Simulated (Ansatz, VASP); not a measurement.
**Re in VASP and in Ansatz**

```
Re
1.0
     0.00000    2.56727    2.56727
     2.56727    0.00000    2.56727
     2.56727    2.56727    0.00000
Re
2
Cartesian
  2.5673 2.5673 2.5673
  3.8509 3.8509 3.8509
```

Alike in both runs: task relaxation of cell and atoms; functional PBEsol; k mesh 6 × 6 × 6; occupations gaussian, width 0.1 eV; no spin polarisation.

```csv
,VASP,Ansatz
version,VASP 6.6.1,Ansatz 0.2.0
potentials or method,"VASP PAW PBE potentials, release 64 (Re_sv_GW), cutoff 560 eV","scalar-relativistic, plane waves, PAW"
valence electrons in the cell,30,30
```

```csv
,VASP,Ansatz,Ansatz less VASP
"gap on the k mesh at the Fermi level, each at its own relaxed structure (eV)",none,none,-
relaxed volume (Å³/atom),21.69,21.89,+0.205
relaxed length of the cell vector where the two differ most in proportion (Å),3.944,3.956,+0.0124
```

VASP's potentials were made for PBE, not for PBEsol. A gap of «none» marks a metal or a gap that the smearing closes.

Neither program's run includes spin-orbit coupling. Noted on VASP's run: the volume moved by over 15 % at a fixed basis, so the end points are rough.
